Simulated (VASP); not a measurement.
A run of VASP 6.6.1:

File POSCAR:

```
GaN
1.0
    0.0000000000      2.2489525415      2.2489525415
    2.2489525415      0.0000000000      2.2489525415
    2.2489525415      2.2489525415      0.0000000000
Ga N
1 1
Direct
    0.0000000000      0.0000000000      0.0000000000
    0.2500000000      0.2500000000      0.2500000000
```

INCAR.step1

```
PREC = Accurate
ENCUT = 520
EDIFF = 1E-5
ISMEAR = 0
SIGMA = 0.01
LREAL = False
LASPH = True
NELM = 60
ALGO = Normal
ISIF = 2
LWAVE = True
LCHARG = False
NBANDS = 16
GGA = PE
```

The input INCAR.step2:

```
PREC = Accurate
ENCUT = 520
EDIFF = 1E-7
ISMEAR = 0
SIGMA = 0.01
LREAL = False
LASPH = True
NELM = 60
ALGO = Normal
ISIF = 2
LWAVE = False
LCHARG = False
GGA = PE
LHFCALC = True
AEXX = 0.3
HFSCREEN = 0.5
PRECFOCK = Normal
NBANDS = 16
ISTART = 1
```

The input KPOINTS:

```
regular mesh
0
Gamma
  4 4 4
```

Potentials or basis: VASP PAW PBE potentials, release 64 (Ga_d, N).

The run is started by

```bash
$ cat potpaw_PBE.64/Ga_d/POTCAR potpaw_PBE.64/N/POTCAR > POTCAR
$ cp INCAR.step1 INCAR
$ mpirun -np 1 vasp_std > vasp.out
$ cp INCAR.step2 INCAR
$ mpirun -np 1 vasp_std > vasp.out
```

Hardware: 1 thread of Intel(R) Xeon(R) Platinum 8559C (Emerald Rapids), with other jobs on the host.

Q: How long does it take, and how much memory?

A: Wall time 3.9 min on 1 thread of Intel(R) Xeon(R) Platinum 8559C (Emerald Rapids) (shared host), peak memory 0.24 GiB. Counts: k points 8.
